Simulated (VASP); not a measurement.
# Hf12H (a cell with a defect) in VASP: further runs

Hf12H (a cell with a defect) is run at these levels: LDA; tasks: single point.

Program: VASP 6.6.1. These are calculated values, not measurements. Logs are shortened: lines on timing, memory, paths and dates and some standing lists are left out, and cuts for length are marked.

## Step 1: The cell of the first run

The cell holds a defect, 13 atoms: a = 6.400 Å, b = 9.600 Å, c = 5.062 Å, α = 90.00°, β = 90.00°, γ = 120.00°.

## Step 2: Single point, LDA

File INCAR:

```
SYSTEM = Hf12H
ALGO = Normal ; EDIFF = 1E-6
ENCUT = 520 ; ISIF = 2
ISMEAR = -1 ; LASPH = .True.
LCHARG = .False. ; LREAL = .False.
LWAVE = .False. ; NBANDS = 72
NELM = 100 ; PREC = Accurate
SIGMA = 0.05
```

File KPOINTS:

```
k-points
0
Gamma
  3 2 3
  0 0 0
```

File POSCAR:

```
Hf12H
1.0
    6.4000000000      0.0000000000      0.0000000000
   -4.8000000000      8.3138440000      0.0000000000
    0.0000000000      0.0000000000      5.0624000000
Hf H
12 1
Direct
    0.0023069498      0.0062425997     -0.0030617889
    0.1581973741      0.2235548322      0.5007308786
    0.0241429690      0.3377739587      0.0144792984
    0.1781501594      0.5586585459      0.4906170986
    0.0045806252      0.6651075002      0.0387168142
    0.1623786104      0.9031923139      0.4746760430
    0.4874586969     -0.0137842375     -0.0264696587
    0.6748690383      0.2101795511      0.5380847029
    0.4787006067      0.3127674756      0.0042865044
    0.6785937242      0.5814999656      0.4966419090
    0.5014320327      0.6713260436     -0.0090273388
    0.7014533451      0.8949169602      0.4817477876
    0.8097624129      0.4328082172      0.2548198483
```

Potentials or basis: VASP PAW LDA potentials, release 64 (Hf_pv, H).

Run with:

```
> cat potpaw_LDA.64/Hf_pv/POTCAR potpaw_LDA.64/H/POTCAR > POTCAR
> mpirun -np 1 vasp_std > vasp.out
```

OUTCAR:

```text
SYSTEM = Hf12H
   EDIFF = 1E-6
   ENCUT = 520
   ISIF = 2
   ISMEAR = -1
   LASPH = .True.
   LREAL = .False.
   NELM = 100
   PREC = Accurate

 ion  position               nearest neighbor table
   1  0.002  0.006  0.997-  12 2.97   6 2.98   9 3.00   2 3.09  12 3.10   3 3.12   2 3.13   6 3.17
                             7 3.21   7 3.21  11 3.21   5 3.29
   2  0.158  0.224  0.501-   3 2.99   8 3.04  12 3.05   9 3.08   6 3.09   1 3.09   3 3.11   9 3.11
                             1 3.13   4 3.16   8 3.38  10 3.38
   3  0.024  0.338  0.014-  13 2.33   2 2.99   4 3.03   9 3.04   8 3.09   2 3.11   1 3.12  11 3.13
                             5 3.21   4 3.23   8 3.28   9 3.38   7 3.41
   4  0.178  0.559  0.491-  13 2.37   5 2.94   3 3.03  10 3.10  11 3.10  11 3.10   2 3.16   3 3.23
                            12 3.29   8 3.29  10 3.31   5 3.33   6 3.36
   5  0.005  0.665  0.039-  13 2.22   4 2.94  10 2.95   6 2.97   7 3.10  11 3.16   3 3.21  11 3.26
                             1 3.29  10 3.29   4 3.33   9 3.38   6 3.48
   6  0.162  0.903  0.475-  12 2.91   5 2.97   1 2.98   2 3.09  10 3.09   7 3.11   7 3.12   8 3.14
                             1 3.17   4 3.36   5 3.48  12 3.49
   7  0.487  0.986  0.974-   8 2.89  11 3.07   5 3.10   6 3.11   6 3.12   9 3.17  12 3.17   1 3.21
                             1 3.21  12 3.23   3 3.41   8 3.41
   8  0.675  0.210  0.538-  13 2.35   7 2.89   2 3.04   9 3.06   3 3.09  12 3.13   6 3.14   3 3.28
                             4 3.29   9 3.33   2 3.38   7 3.41  10 3.56
   9  0.479  0.313  0.004-  13 2.23   1 3.00   3 3.04   8 3.06   2 3.08   2 3.11   7 3.17   8 3.33
                            10 3.35  11 3.37   3 3.38   5 3.38  10 3.41
  10  0.679  0.581  0.497-  13 2.33  12 2.94   5 2.95  11 3.04  11 3.09   6 3.09   4 3.10   5 3.29
                             4 3.31   9 3.35   2 3.38   9 3.41   8 3.56
  11  0.501  0.671  0.991-  10 3.04   7 3.07  10 3.09   4 3.10   4 3.10  12 3.11   3 3.13   5 3.16
                            12 3.18   1 3.21   5 3.26   9 3.37
  12  0.701  0.895  0.482-   6 2.91  10 2.94   1 2.97   2 3.05   1 3.10  11 3.11   8 3.13   7 3.17
                            11 3.18   7 3.23   4 3.29   6 3.49
  13  0.810  0.433  0.255-   5 2.22   9 2.23  10 2.33   3 2.33   8 2.35   4 2.37

  LATTYP: Found a simple monoclinic cell.
 ALAT       =     6.4000000000
 B/A-ratio  =     0.7910000000
 C/A-ratio  =     1.3228756745
 COS(beta)  =    -0.1889822338

  Lattice vectors:

 A1 = (   6.4000000000,   0.0000000000,   0.0000000000)
 A2 = (   0.0000000000,   0.0000000000,   5.0624000000)
 A3 = (  -1.6000000000,  -8.3138440000,   0.0000000000)

Analysis of symmetry for initial positions (statically):
=====================================================================
 Subroutine PRICEL returns:
 Original cell was already a primitive cell.

 Routine SETGRP: Setting up the symmetry group for a
 simple monoclinic supercell.

 Subroutine GETGRP returns: Found  1 space group operations
 (whereof  1 operations were pure point group operations)
 out of a pool of  4 trial point group operations.

The static configuration has the point symmetry C_1 .

Analysis of symmetry for dynamics (positions and initial velocities):
=====================================================================
 Subroutine PRICEL returns:
 Original cell was already a primitive cell.

 Routine SETGRP: Setting up the symmetry group for a
 simple monoclinic supercell.

 Subroutine GETGRP returns: Found  1 space group operations
 (whereof  1 operations were pure point group operations)
 out of a pool of  4 trial point group operations.

The dynamic configuration has the point symmetry C_1 .

 Subroutine INISYM returns: Found  1 space group operations
 (whereof  1 operations are pure point group operations),
 and found     1 'primitive' translations

----------------------------------------------------------------------------------------

                                     Primitive cell

  volume of cell :     269.3632

  direct lattice vectors                    reciprocal lattice vectors
     6.400000000  0.000000000  0.000000000     0.156250000  0.090210978  0.000000000
    -4.800000000  8.313844000  0.000000000     0.000000000  0.120281304  0.000000000
     0.000000000  0.000000000  5.062400000     0.000000000  0.000000000  0.197534766
[... 70 lines left out ...]
|                                                                             |
|     Results are often still useful ...                                      |
|                                                                             |
 -----------------------------------------------------------------------------

 Subroutine IBZKPT returns following result:
 ===========================================

 Found     10 irreducible k-points:

 Following reciprocal coordinates:
            Coordinates               Weight
  0.000000  0.000000  0.000000      1.000000
  0.333333  0.000000  0.000000      2.000000
  0.000000  0.500000  0.000000      1.000000
  0.333333  0.500000  0.000000      2.000000
  0.000000  0.000000  0.333333      2.000000
  0.333333  0.000000  0.333333      2.000000
 -0.333333 -0.000000  0.333333      2.000000
  0.000000  0.500000  0.333333      2.000000
  0.333333  0.500000  0.333333      2.000000
 -0.333333  0.500000  0.333333      2.000000
   k-points           NKPTS =     10   k-points in BZ     NKDIM =     10   number of bands    NBANDS=     72
   number of dos      NEDOS =    301   number of ions     NIONS =     13
   total plane-waves  NPLWV = 138240
   dimension x,y,z NGX =    48 NGY =   72 NGZ =   40
   dimension x,y,z NGXF=    96 NGYF=  144 NGZF=   80
   ions per type =              12   1
   NGX,Y,Z   is equivalent  to a cutoff of  12.47, 12.47, 13.14 a.u.
   NGXF,Y,Z  is equivalent  to a cutoff of  24.94, 24.94, 26.27 a.u.
 SYSTEM =  Hf12H
   PREC   = accura    normal or accurate (medium, high low for compatibility)
   ISTART =      0    job   : 0-new  1-cont  2-samecut
   ICHARG =      2    charge: 1-file 2-atom 10-const
   ISPIN  =      1    spin polarized calculation?
   LNONCOLLINEAR =      F non collinear calculations
   LSORBIT =      F    spin-orbit coupling
   LASPH  =      T    aspherical Exc in radial PAW
   ENCUT  =  520.0 eV  38.22 Ry    6.18 a.u.  11.90 17.85  9.41*2*pi/ulx,y,z
   NELM   =    100;   NELMIN=  2; NELMDL= -5     # of ELM steps
   EDIFF  = 0.1E-05   stopping-criterion for ELM
   LREAL  =      F    real-space projection
   EDIFFG = 0.1E-04   stopping-criterion for IOM
   NSW    =      0    number of steps for IOM
   IBRION =     -1    ionic relax: 0-MD 1-quasi-New 2-CG
   NFREE  =      0    steps in history (QN), initial steepest desc. (CG)
   ISIF   =      2    stress and relaxation
   ISYM   =      2    0-nonsym 1-usesym 2-fastsym
   POTIM  = 0.5000    time-step for ionic-motion
   TEBEG  =    0.0;   TEEND  =   0.0 temperature during run
   PSTRESS=    0.0 pullay stress
   NELECT =     121.0000    total number of electrons
   NUPDOWN=      -1.0000    fix difference up-down
   EMIN   =  10.00;   EMAX   =-10.00  energy-range for DOS
   EFERMI =   0.00;   METHOD = LEGACY
   ISMEAR =    -1;   SIGMA  =   0.05  broadening in eV -4-tet -1-fermi 0-gaus
   EFERMI_NEDOS =   21; number of points for ismear=-14 and -15
   IALGO  =     38    algorithm
   IMIX   =      4    mixing-type and parameters
     AMIX     =   0.40;   BMIX     =  1.00
     AMIX_MAG =   1.60;   BMIX_MAG =  1.00
  volume/ion in A,a.u.               =      20.72       139.83
  Fermi-wavevector in a.u.,A,eV,Ry     =   1.253787  2.369314 21.388120  1.571982
  Thomas-Fermi vector in A             =   2.387623
   LORBIT       =      0    0 simple, 1 ext, 2 COOP (PROOUT), +10 PAW based schemes
   GGA     = CA    functional components
   LHFCALC =     F    Hartree Fock is set to
   AEXX    =    0.0000 exact exchange contribution
   IVDW    =     0    specifies the selected vdW correction
   LEPSILON=     F    determine dielectric tensor
   LRPA    =     F    only Hartree local field effects (RPA)
 non-spin polarized calculation
  energy-cutoff  :      520.00
  volume of cell :      269.36
 maximum number of plane-waves:      7282
   NGX = 23   NGY = 35   NGZ = 19

 number of electron     121.0000001 magnetization

 Free energy of the ion-electron system (eV)
  ---------------------------------------------------
  ext. energy  EPLUGINS =         0.00000000
  ---------------------------------------------------
  free energy    TOTEN  =      -130.83971982 eV

  energy without entropy =     -130.69572316  energy(sigma->0) =     -130.76772149

 E-fermi :   4.7793     XC(G=0): -11.4836

 val. band max:        4.7768137210   @ k =  -0.3333   0.5000   0.3333
 cond. band min:       4.7937543908   @ k =   0.3333   0.0000   0.3333
 fundamental gap:      0.0169406698
 Fermi energy:         4.7793439527

 k-point     1 :       0.0000    0.0000    0.0000
  band No.  band energies     occupation
      1     -26.1434      2.00000
      2     -26.0281      2.00000
      3     -25.9700      2.00000
      4     -25.9384      2.00000
      5     -25.9099      2.00000
      6     -25.9046      2.00000
[... 739 lines left out ...]
     71       5.6858      0.00000
     72       6.0194      0.00000

------------------------ aborting loop because EDIFF is reached ----------------------------------------

  FORCE on cell =-STRESS in cart. coord.  units (eV):
  Direction    XX          YY          ZZ          XY          YZ          ZX
  --------------------------------------------------------------------------------------
  -------------------------------------------------------------------------------------
  Total       -8.2195331    -10.9197081     -7.8821705     -0.1877578     -1.1553545      0.1344700
  in kB      -48.8899314    -64.9506212    -46.8832926     -1.1167865     -6.8720692      0.7998302
  external PRESSURE =     -53.5746151 kB  Pullay stress =       0.0000000 kB

 VOLUME and BASIS-vectors are now :
 -----------------------------------------------------------------------------
  energy-cutoff  :      520.00
  volume of cell :      269.36
      direct lattice vectors                 reciprocal lattice vectors
     6.400000000  0.000000000  0.000000000     0.156250000  0.090210978  0.000000000
    -4.800000000  8.313844000  0.000000000     0.000000000  0.120281304  0.000000000
     0.000000000  0.000000000  5.062400000     0.000000000  0.000000000  0.197534766

 POSITION                                       TOTAL-FORCE (eV/Angst)
 -----------------------------------------------------------------------------------
     -0.01520      0.05190      5.04690        -0.045808     -0.052320     -0.608839
     -0.06060      1.85860      2.53490         0.408634      0.165685      0.306727
     -1.46680      2.80820      0.07330        -0.374448     -0.467469     -0.139532
     -1.54140      4.64460      2.48370         0.212819      0.473774      0.569176
     -3.16320      5.52960      0.19600        -0.239088      0.027602     -1.047933
     -3.29610      7.50900      2.40300         0.929828     -0.004161      0.675948
     -1.61410      8.19924      4.92840         0.316572     -0.138384      0.737447
      3.31030      1.74740      2.72400        -0.164814      0.607201     -1.007774
      1.56240      2.60030      0.02170         0.224577      0.696825      0.195284
      1.55180      4.83450      2.51420        -0.091098     -1.339194      0.081443
     -0.01320      5.58130      5.01670         0.034016     -0.137637     -0.016100
      0.19370      7.44020      2.43880        -1.379510      0.013246      0.182553
      3.10500      3.59830      1.29000         0.168319      0.154833      0.071600
 -----------------------------------------------------------------------------------
    total drift:                                0.000385      0.000196     -0.000096

  FREE ENERGIE OF THE ION-ELECTRON SYSTEM (eV)
  ---------------------------------------------------
  free  energy   TOTEN  =      -130.8397198179 eV

  energy  without entropy=     -130.6957231631  energy(sigma->0) =     -130.76772149
```

It took 5 min on 1 thread of Intel Xeon 6975P-C, shared host; peak memory 0.35 GiB.

Results:

```yaml
Free_energy: -130.8397 eV
Pressure: -5.4 GPa
Largest_force: 1.392 eV/Å
```

Forces on the atoms (eV/Å):
```
Hf  -0.046 -0.052 -0.609
Hf   0.409  0.166  0.307
Hf  -0.374 -0.467 -0.140
Hf   0.213  0.474  0.569
Hf  -0.239  0.028 -1.048
Hf   0.930 -0.004  0.676
Hf   0.317 -0.138  0.737
Hf  -0.165  0.607 -1.008
Hf   0.225  0.697  0.195
Hf  -0.091 -1.339  0.081
Hf   0.034 -0.138 -0.016
Hf  -1.380  0.013  0.183
H    0.168  0.155  0.072
```

Stress tensor (GPa, compression positive):
```
-4.89 -0.11  0.08
-0.11 -6.50 -0.69
 0.08 -0.69 -4.69
```

Caveat: the k points lie up to 0.41 Å⁻¹ apart; spin-orbit coupling is left out, which moves the levels of the heavy elements.

## Step 3: Single point, LDA

File INCAR:

```
PREC = Accurate
ENCUT = 520
EDIFF = 1E-6
ISMEAR = -1
SIGMA = 0.05
LREAL = F
LASPH = T
NELM = 80
ALGO = Normal
ISIF = 2
LWAVE = F
LCHARG = T
GGA = CA
LELF = T
LVHAR = T
NBANDS = 72
```

File KPOINTS:

```
regular mesh
0
Gamma
  3 2 3
```

File POSCAR:

```
Hf12H
1.0
    6.4000000000      0.0000000000      0.0000000000
   -4.8000000000      8.3138440000      0.0000000000
    0.0000000000      0.0000000000      5.0624000000
Hf H
12 1
Direct
   -0.0057201352      0.0137481531     -0.0230720607
    0.1712662611      0.2383133482      0.5200695322
    0.0295782843      0.3435835457     -0.0002765487
    0.1891622486      0.5750288314      0.5309339444
   -0.0254684502      0.6503128998      0.0381834703
    0.1506802020      0.8921986027      0.4986962705
    0.4861050364     -0.0078182848     -0.0198917509
    0.7030185698      0.2153997597      0.5587073325
    0.4806585785      0.3171697713      0.0351809418
    0.6968866233      0.5949113310      0.5189435841
    0.5014536264      0.6755840018      0.0221041403
    0.7035260036      0.9153888382      0.4646610303
    0.8577687194      0.4495874592      0.2800252845
```

Potentials or basis: VASP PAW LDA potentials, release 64 (Hf_pv, H).

Run with:

```
> cat potpaw_LDA.64/Hf_pv/POTCAR potpaw_LDA.64/H/POTCAR > POTCAR
> mpirun -np 1 vasp_std > vasp.out
```

It took 5.2 min on 1 thread of Intel Xeon 6975P-C, shared host; peak memory 0.35 GiB.

It converged, with:

| Property | Result |
| --- | --- |
| Free energy | -130.4602 eV |
| Pressure | -5.1 GPa |
| Largest force | 1.846 eV/Å |

Forces on the atoms (eV/Å):
```
Hf   0.239 -0.228  0.001
Hf   0.939  0.168 -0.585
Hf  -0.207 -0.123  1.298
Hf  -0.126  0.114 -0.349
Hf   0.365  0.735 -0.662
Hf   0.930  0.797 -0.095
Hf  -0.166 -0.477  0.786
Hf  -1.098  1.013 -1.084
Hf   0.317  0.522 -0.222
Hf  -0.678 -1.499  0.475
Hf   0.173 -0.135 -0.325
Hf  -0.626 -0.766  0.734
H   -0.062 -0.120  0.028
```

Stress tensor (GPa, compression positive):
```
-4.45  0.89 -0.18
 0.89 -6.67 -0.42
-0.18 -0.42 -4.32
```

Levels at points of the mesh, in eV from the Fermi level:
```tsv
k point	band 57	band 58	band 59	band 60	band 61	band 62	band 63	band 64
(0.00, 0.00, 0.00)	-0.67	-0.41	0.02	0.23	0.30	0.41	0.52	0.67
(0.00, 0.50, 0.00)	-0.39	-0.26	-0.02	0.01	0.09	0.20	0.33	0.56
```

Caveat: the k points lie up to 0.41 Å⁻¹ apart; spin-orbit coupling is left out, which moves the levels of the heavy elements.
